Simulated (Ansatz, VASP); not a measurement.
# One calculation of SnTe, two programs

File POSCAR:

```
SnTe
1.0
   -2.2669169836      2.2669169836      3.2172387285
    2.2669169836     -2.2669169836      3.2172387285
    2.2669169836      2.2669169836     -3.2172387285
Sn Te
1 1
Direct
    0.6974675640      0.6974675640      0.0000000000
    0.1775324360      0.1775324360      0.0000000000
```

Contents of INCAR.step1:

```
SYSTEM = SnTe
ALGO = Normal
EDIFF = 1E-4
ENCUT = 520
GGA = PE
ISMEAR = 0
LASPH = .TRUE.
LCHARG = .FALSE.
LREAL = .FALSE.
LWAVE = .TRUE.
NBANDS = 17
NELM = 100
PREC = Accurate
SIGMA = 0.02
```

The input INCAR.step2:

```
SYSTEM = SnTe
ALGO = Normal
EDIFF = 1E-6
ENCUT = 520
ISIF = 2
ISMEAR = 0
ISTART = 1
LASPH = .TRUE.
LCHARG = .FALSE.
LMIXTAU = .TRUE.
LREAL = .FALSE.
LWAVE = .FALSE.
METAGGA = R2SCAN
NBANDS = 17
NELM = 100
PREC = Accurate
SIGMA = 0.02
```

File KPOINTS:

```
k-points
0
G
  12 12 12
  0 0 0
```

Input for Ansatz:

```yaml
crystal:
  lattice:
    - [-2.2669169836, 2.2669169836, 3.2172387285]
    - [2.2669169836, -2.2669169836, 3.2172387285]
    - [2.2669169836, 2.2669169836, -3.2172387285]
  atoms:
    - { symbol: Sn, position: [0.697467564, 0.697467564, 0.0] }
    - { symbol: Te, position: [0.177532436, 0.177532436, 0.0] }
basis:
  ecutwfc: 500
kpoints:
  mp_grid: { grid: [12, 12, 12] }
  band_path:
    path:
      - [[0.0, 0.0, 0.0], [0.0, 0.0, 0.5], [0.25, 0.25, 0.25], [0.0, 0.5, 0.0], [0.0, 0.0, 0.0], [0.5, 0.5, -0.5], [0.37412083, 0.62587917, -0.37412083]]
      - [[-0.37412083, 0.37412083, 0.37412083], [0.0, 0.0, 0.0]]
      - [[0.0, 0.0, 0.5], [-0.24824166, 0.24824166, 0.5]]
      - [[0.5, 0.5, -0.24824166], [0.5, 0.5, -0.5]]
    npoints: 14
hamiltonian:
  xc: r2scan
scf:
  occupations: { method: gaussian, width: 0.02 }
  n_extra_bands: 6
output:
  forces: true
  stress: true
  eigenvalues: true
  populations: true
  dos: { projected: true, de: 0.02, nscf_kmesh: { grid: [18, 18, 18] } }
  bader: true
  write_density: true
  write_potential: true
  elf: true
  volumetric_format: npy
```

Alike in both runs: task single point; functional r2SCAN; k mesh 12 × 12 × 12; occupations gaussian, width 0.02 eV; no spin polarisation.

|  | VASP | Ansatz |
| --- | --- | --- |
| version | VASP 6.6.1 | Ansatz 0.2.0 |
| potentials or method | VASP PAW PBE potentials, release 64 (Sn_d, Te), cutoff 520 eV | scalar-relativistic, plane waves, PAW |
| valence electrons in the cell | 20 | 30 |

```csv
,VASP,Ansatz,Ansatz less VASP
gap on the k mesh at the Fermi level (eV),0.39,0.39,-0.003
least direct gap on the mesh (eV),0.39,0.39,-0.003
pressure (GPa),-0.8,-0.8,+0.01
rms of the force components (eV/Å),0.027,0.029,+0.0025
```

VASP's potentials were made for PBE, not for r2SCAN. Atom by atom the forces differ by 0.003 eV/Å (rms over components). VASP's potentials hold 20 valence electrons a cell and Ansatz's 30, so a difference there can come from the potentials and not from the codes.

Spin-orbit coupling is off throughout.
